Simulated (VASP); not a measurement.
Write the native input for VASP 6.6.1 that does the following.

| Property | Result |
| --- | --- |
| Task | relaxation of cell and atoms |
| Functional | PBE |
| Potentials or basis | VASP PAW PBE potentials, release 64 (Ag) |
| Cutoff | 500 eV |
| k mesh | 8 × 8 × 8 |
| Occupations | fermi-dirac, width 0.05 eV |
| Spin | no spin polarisation |
| Dipole correction | no |
| Further INCAR settings | ALGO = Normal; EDIFF = 1e-07; IBRION = 2; EDIFFG = -0.03; NSW = 80; ISIF = 3 |

The structure of Ag lies in POSCAR:

```
Ag
1.0
    0.0000000000      2.8100000000      2.8100000000
    2.8100000000      0.0000000000      2.8100000000
    2.8100000000      2.8100000000      0.0000000000
Ag
2
Direct
    1.0000000000      1.0000000000      1.0000000000
    0.2500000000      0.2500000000      0.2500000000
```

This isn't the form of Ag at room conditions, which is fcc.

The input as run:

INCAR

```
SYSTEM = Ag
PREC = Accurate
ENCUT = 500
EDIFF = 1E-7
ISMEAR = -1
SIGMA = 0.05
LREAL = .FALSE.
LASPH = .TRUE.
NELM = 120
ALGO = Normal
ISIF = 3
LWAVE = .FALSE.
LCHARG = .FALSE.
GGA = PE
IBRION = 2
NSW = 80
EDIFFG = -0.03
GGA_COMPAT = .FALSE.
NELMIN = 4
```

KPOINTS

```
Automatic mesh
0
G
  8 8 8
  0 0 0
```

Potentials or basis: VASP PAW PBE potentials, release 64 (Ag).

The run is started by

```console
$ cat potpaw_PBE.64/Ag/POTCAR > POTCAR
$ mpirun -np 1 vasp_std > vasp.out
```

It gave:

```
Relaxed volume                        : 29.91 Å³/atom
Relaxed cell                          : a = 4.390 Å, b = 4.390 Å, c = 4.390 Å, α = 60.00°, β = 60.00°, γ = 60.00°
Space group after relaxing (to 0.1 Å) : Fd-3m (No. 227)
Energy gained by relaxing             : 365.9 meV/atom
Ionic steps                           : 4
Pressure after relaxing               : -0.1 GPa
Band gap on the k mesh                : zero (bands 11 and 12 overlap by 0.98 eV)
```

Caveat: the volume moved by over 15 % at a fixed basis, so the end points are rough.

It took 41 s on 1 thread of Intel(R) Xeon(R) Platinum 8488C (Sapphire Rapids) (shared host), peak memory 0.17 GiB.
